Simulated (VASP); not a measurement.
# CoSi2 (C2/m) in VASP: single point with PBE

Aim: the single point of CoSi2 with PBE.

Program: VASP 6.6.1. These are calculated values, not measurements. Logs are shortened: lines on timing, memory, paths and dates and some standing lists are left out, and cuts for length are marked.

## 1. The cell of the first run

The typed cell holds 3 atoms: a = 3.868 Å, b = 3.868 Å, c = 3.783 Å, α = 59.22°, β = 120.78°, γ = 120.00°.

## 2. Single point, PBE

Contents of INCAR:

```
PREC     = Accurate       # precision mode
ENCUT    = 520            # plane-wave cutoff, eV
EDIFF    = 1E-7           # SCF threshold, eV
ISMEAR   = 0              # smearing method
SIGMA    = 0.1            # smearing width, eV
LREAL    = F              # projectors in reciprocal space
LASPH    = T              # aspherical terms in the spheres
NELM     = 60             # most SCF steps
ALGO     = Normal         # electronic algorithm
ISIF     = 2              # what is computed and relaxed
LWAVE    = F              # write WAVECAR
LCHARG   = F              # write CHGCAR
GGA      = PE             # functional
NBANDS   = 16             # bands
```

Contents of KPOINTS:

```
Automatic mesh
0
Gamma
  9 9 11
```

Contents of POSCAR:

```
CoSi2
1.0
    3.8679401848      0.0000001187     -0.0012612022
   -1.9339699896      3.3497345197      0.0012612022
   -1.9349546096      1.1171465647      3.0526415665
Co Si
1 2
Direct
    0.0000000000      0.0000000000      0.0000000000
    0.7469279190      0.2530720810      0.2403840396
    0.2530720810      0.7469279190      0.7596159604
```

Potentials or basis: VASP PAW PBE potentials, release 64 (Co, Si).

On the command line:

```
$ cat potpaw_PBE.64/Co/POTCAR potpaw_PBE.64/Si/POTCAR > POTCAR
$ mpirun -np 1 vasp_std > vasp.out
```

OUTCAR:

```text
PREC = Accurate
   ENCUT = 520
   EDIFF = 1E-7
   ISMEAR = 0
   LREAL = F
   LASPH = T
   NELM = 60
   ISIF = 2
   GGA = PE

 ion  position               nearest neighbor table
   1  0.000  0.000  0.000-   3 2.32   2 2.32   3 2.35   2 2.35   2 2.35   3 2.35   2 2.35   3 2.35

   2  0.747  0.253  0.240-   1 2.32   1 2.35   1 2.35   1 2.35   3 2.67   3 2.67   3 2.67   3 2.74
                             3 2.74   3 2.74
   3  0.253  0.747  0.760-   1 2.32   1 2.35   1 2.35   1 2.35   2 2.67   2 2.67   2 2.67   2 2.74
                             2 2.74   2 2.74

  LATTYP: Found a base centered monoclinic cell.
 ALAT       =     6.4977323300
 B/A-ratio  =     0.5952754275
 C/A-ratio  =     0.5821949236
 COS(beta)  =    -0.5551170064

  Lattice vectors:

 A1 = (   0.0009846200,   2.2325879550,  -3.0513803643)
 A2 = (  -1.9329855752,  -1.1171466834,  -3.0513803643)
 A3 = (  -1.9349546096,   1.1171465647,   3.0526415665)

Analysis of symmetry for initial positions (statically):
=====================================================================
 Subroutine PRICEL returns:
 Original cell was already a primitive cell.

 Routine SETGRP: Setting up the symmetry group for a
 base centered monoclinic supercell.

 Subroutine GETGRP returns: Found  4 space group operations
 (whereof  4 operations were pure point group operations)
 out of a pool of  4 trial point group operations.

The static configuration has the point symmetry C_2h.

Analysis of symmetry for dynamics (positions and initial velocities):
=====================================================================
 Subroutine PRICEL returns:
 Original cell was already a primitive cell.

 Routine SETGRP: Setting up the symmetry group for a
 base centered monoclinic supercell.

 Subroutine GETGRP returns: Found  4 space group operations
 (whereof  4 operations were pure point group operations)
 out of a pool of  4 trial point group operations.

The dynamic configuration has the point symmetry C_2h.

 Subroutine INISYM returns: Found  4 space group operations
 (whereof  4 operations are pure point group operations),
 and found     1 'primitive' translations

----------------------------------------------------------------------------------------

                                     Primitive cell

  volume of cell :      39.5409

  direct lattice vectors                    reciprocal lattice vectors
     3.867940185  0.000000119 -0.001261202     0.258571167  0.149244977  0.109280749
    -1.933969990  3.349734520  0.001261202    -0.000035642  0.298551688 -0.109280749
    -1.934954610  1.117146565  3.052641567     0.000106844 -0.000061686  0.327675434

  length of vectors
     3.867940390  3.867940390  3.782946778     0.317923566  0.317923566  0.327675457

  position of ions in fractional coordinates (direct lattice)
     0.000000000  0.000000000  0.000000000
     0.746927919  0.253072081  0.240384040
     0.253072081  0.746927919  0.759615960

  ion indices of the primitive-cell ions
   primitive index   ion index
                 1           1
                 2           2
                 3           3

----------------------------------------------------------------------------------------

 KPOINTS: Automatic mesh

Automatic generation of k-mesh.
 Grid dimensions read from file:
 generate k-points for:    9    9   11

 Generating k-lattice:

  Cartesian coordinates                     Fractional coordinates (reciprocal lattice)
     0.028730130  0.016582775  0.012142305     0.111111111  0.000000000  0.000000000
    -0.000003960  0.033172410 -0.012142305    -0.000000000  0.111111111  0.000000000
     0.000009713 -0.000005608  0.029788676    -0.000000000  0.000000000  0.090909091

  Length of vectors
     0.035324841  0.035324841  0.029788678

  Shift w.r.t. Gamma in fractional coordinates (k-lattice)
     0.000000000  0.000000000  0.000000000

 Subroutine IBZKPT returns following result:
 ===========================================

 Found    250 irreducible k-points:

 Following reciprocal coordinates:
            Coordinates               Weight
  0.000000  0.000000  0.000000      1.000000
  0.111111  0.000000  0.000000      4.000000
  0.222222 -0.000000  0.000000      4.000000
  0.333333  0.000000 -0.000000      4.000000
  0.444444 -0.000000  0.000000      4.000000
  0.111111  0.111111  0.000000      2.000000
[... 16 lines left out ...]
 -0.333333  0.333333 -0.000000      2.000000
  0.444444  0.444444  0.000000      2.000000
 [... further k-points ...]
   k-points           NKPTS =    250   k-points in BZ     NKDIM =    250   number of bands    NBANDS=     16
   number of dos      NEDOS =    301   number of ions     NIONS =      3
   total plane-waves  NPLWV =  25200
   dimension x,y,z NGX =    30 NGY =   30 NGZ =   28
   dimension x,y,z NGXF=    60 NGYF=   60 NGZF=   56
   ions per type =               1   2
   NGX,Y,Z   is equivalent  to a cutoff of  12.89, 12.89, 12.30 a.u.
   NGXF,Y,Z  is equivalent  to a cutoff of  25.79, 25.79, 24.61 a.u.
 SYSTEM =  unknown system
   PREC   = accura    normal or accurate (medium, high low for compatibility)
   ISTART =      0    job   : 0-new  1-cont  2-samecut
   ICHARG =      2    charge: 1-file 2-atom 10-const
   ISPIN  =      1    spin polarized calculation?
   LNONCOLLINEAR =      F non collinear calculations
   LSORBIT =      F    spin-orbit coupling
   LASPH  =      T    aspherical Exc in radial PAW
   ENCUT  =  520.0 eV  38.22 Ry    6.18 a.u.   7.19  7.19  7.03*2*pi/ulx,y,z
   NELM   =     60;   NELMIN=  2; NELMDL= -5     # of ELM steps
   EDIFF  = 0.1E-06   stopping-criterion for ELM
   LREAL  =      F    real-space projection
   EDIFFG = 0.1E-05   stopping-criterion for IOM
   NSW    =      0    number of steps for IOM
   IBRION =     -1    ionic relax: 0-MD 1-quasi-New 2-CG
   NFREE  =      0    steps in history (QN), initial steepest desc. (CG)
   ISIF   =      2    stress and relaxation
   ISYM   =      2    0-nonsym 1-usesym 2-fastsym
   POTIM  = 0.5000    time-step for ionic-motion
   TEBEG  =    0.0;   TEEND  =   0.0 temperature during run
   PSTRESS=    0.0 pullay stress
   NELECT =      17.0000    total number of electrons
   NUPDOWN=      -1.0000    fix difference up-down
   EMIN   =  10.00;   EMAX   =-10.00  energy-range for DOS
   EFERMI =   0.00;   METHOD = LEGACY
   ISMEAR =     0;   SIGMA  =   0.10  broadening in eV -4-tet -1-fermi 0-gaus
   EFERMI_NEDOS =   21; number of points for ismear=-14 and -15
   IALGO  =     38    algorithm
   IMIX   =      4    mixing-type and parameters
     AMIX     =   0.40;   BMIX     =  1.00
     AMIX_MAG =   1.60;   BMIX_MAG =  1.00
  volume/ion in A,a.u.               =      13.18        88.94
  Fermi-wavevector in a.u.,A,eV,Ry     =   1.235594  2.334934 20.771906  1.526692
  Thomas-Fermi vector in A             =   2.370237
   LORBIT       =      0    0 simple, 1 ext, 2 COOP (PROOUT), +10 PAW based schemes
   GGA     = PE    functional components
   LHFCALC =     F    Hartree Fock is set to
   AEXX    =    0.0000 exact exchange contribution
   IVDW    =     0    specifies the selected vdW correction
   LEPSILON=     F    determine dielectric tensor
   LRPA    =     F    only Hartree local field effects (RPA)
 non-spin polarized calculation
 Gauss-broadening in eV      SIGMA  =   0.10
  energy-cutoff  :      520.00
  volume of cell :       39.54
 maximum number of plane-waves:      1082
 NGX is ok and might be reduce to    30
   NGX = 15   NGY = 15   NGZ = 15

 number of electron      17.0000002 magnetization

 Free energy of the ion-electron system (eV)
  ---------------------------------------------------
  ext. energy  EPLUGINS =         0.00000000
  ---------------------------------------------------
  free energy    TOTEN  =       -19.26220614 eV

  energy without entropy =      -19.25576805  energy(sigma->0) =      -19.25898709

 E-fermi :   9.6922     XC(G=0): -11.6147

 val. band max:        9.6864408690   @ k =  -0.2222   0.2222   0.0000
 cond. band min:       9.6946405040   @ k =  -0.4444   0.0000   0.0909
 fundamental gap:      0.0081996350
 Fermi energy:         9.6922155288

 k-point     1 :       0.0000    0.0000    0.0000
  band No.  band energies     occupation
      1      -3.1954      2.00000
      2       5.7009      2.00000
      3       5.7050      2.00000
      4       5.8845      2.00000
      5       7.8985      2.00000
      6       7.9008      2.00000
[... 8 lines left out ...]
     15      15.3780      0.00000
     16      15.3986      0.00000

 k-point     2 :       0.1111    0.0000    0.0000
  band No.  band energies     occupation
      1      -3.0147      2.00000
      2       5.2416      2.00000
      3       5.7712      2.00000
      4       5.9284      2.00000
      5       7.8461      2.00000
      6       7.8536      2.00000
[... 8 lines left out ...]
     15      14.9233      0.00000
     16      15.1518      0.00000

 k-point     3 :       0.2222   -0.0000    0.0000
  band No.  band energies     occupation
      1      -2.4785      2.00000
      2       4.0770      2.00000
      3       5.9532      2.00000
      4       6.0748      2.00000
      5       7.7526      2.00000
      6       7.7879      2.00000
[... 8 lines left out ...]
     15      16.0767      0.00000
     16      16.7147      0.00000

 k-point     4 :       0.3333    0.0000   -0.0000
  band No.  band energies     occupation
      1      -1.6059      2.00000
      2       2.5840      2.00000
      3       6.1593      2.00000
      4       6.2211      2.00000
      5       7.7837      2.00000
      6       7.8545      2.00000
[... 8 lines left out ...]
     15      17.6327      0.00000
     16      18.4605      0.00000
[... 324 lines left out ...]
 k-point    22 :      -0.4444    0.3333    0.0000
  band No.  band energies     occupation
      1      -0.2430      2.00000
      2       3.1474      2.00000
      3       4.2010      2.00000
      4       5.8715      2.00000
      5       6.2120      2.00000
      6       7.8972      2.00000
[... 8 lines left out ...]
     15      19.8074      0.00000
     16      22.0485      0.00000

 k-point    23 :      -0.3333    0.3333   -0.0000
  band No.  band energies     occupation
      1      -1.0612      2.00000
      2       3.7764      2.00000
      3       5.1355      2.00000
      4       5.8206      2.00000
      5       6.0667      2.00000
      6       8.2930      2.00000
[... 8 lines left out ...]
     15      18.1370      0.00000
     16      20.7901      0.00000

 k-point    24 :       0.4444    0.4444    0.0000
  band No.  band energies     occupation
      1       0.8573      2.00000
      2       2.8022      2.00000
      3       2.9659      2.00000
      4       5.8455      2.00000
      5       6.3629      2.00000
      6       7.7525      2.00000
[... 8 lines left out ...]
     15      20.4423      0.00000
     16      21.1584      0.00000

 [... further k-points ...]

------------------------ aborting loop because EDIFF is reached ----------------------------------------

  FORCE on cell =-STRESS in cart. coord.  units (eV):
  Direction    XX          YY          ZZ          XY          YZ          ZX
  --------------------------------------------------------------------------------------
  -------------------------------------------------------------------------------------
  Total       -1.6703628     -1.6842170     -0.0351831     -0.0119980      0.0006507     -0.0011271
  in kB      -67.6823046    -68.2436675     -1.4256021     -0.4861546      0.0263673     -0.0456694
  external PRESSURE =     -45.7838581 kB  Pullay stress =       0.0000000 kB

 VOLUME and BASIS-vectors are now :
 -----------------------------------------------------------------------------
  energy-cutoff  :      520.00
  volume of cell :       39.54
      direct lattice vectors                 reciprocal lattice vectors
     3.867940185  0.000000119 -0.001261202     0.258571167  0.149244977  0.109280749
    -1.933969990  3.349734520  0.001261202    -0.000035642  0.298551688 -0.109280749
    -1.934954610  1.117146565  3.052641567     0.000106844 -0.000061686  0.327675434

 POSITION                                       TOTAL-FORCE (eV/Angst)
 -----------------------------------------------------------------------------------
      0.00000      0.00000      0.00000        -0.000000      0.000000      0.000000
      1.93451      1.11627      0.73318         0.000117     -0.000067     -0.001354
     -1.93549      3.35061      2.31946        -0.000117      0.000067      0.001354
 -----------------------------------------------------------------------------------
    total drift:                               -0.000000     -0.000000      0.000000

  FREE ENERGIE OF THE ION-ELECTRON SYSTEM (eV)
  ---------------------------------------------------
  free  energy   TOTEN  =       -19.2622061385 eV

  energy  without entropy=      -19.2557680507  energy(sigma->0) =      -19.25898709
```

Run time: 4.3 min. Hardware: 1 thread of Intel Xeon 8259CL, shared host; peak memory 0.29 GiB.

What came out:

- Free energy: -19.2622 eV
- Pressure: -4.6 GPa
- Band gap on the k mesh: zero (an odd number of electrons rules out a gap without spin polarisation)

Caveat: the cell stands under tension; the run has no spin polarisation, though such a crystal can be magnetic. Spin polarisation is off, so any magnetic state and its effect on volume and gap are missing.
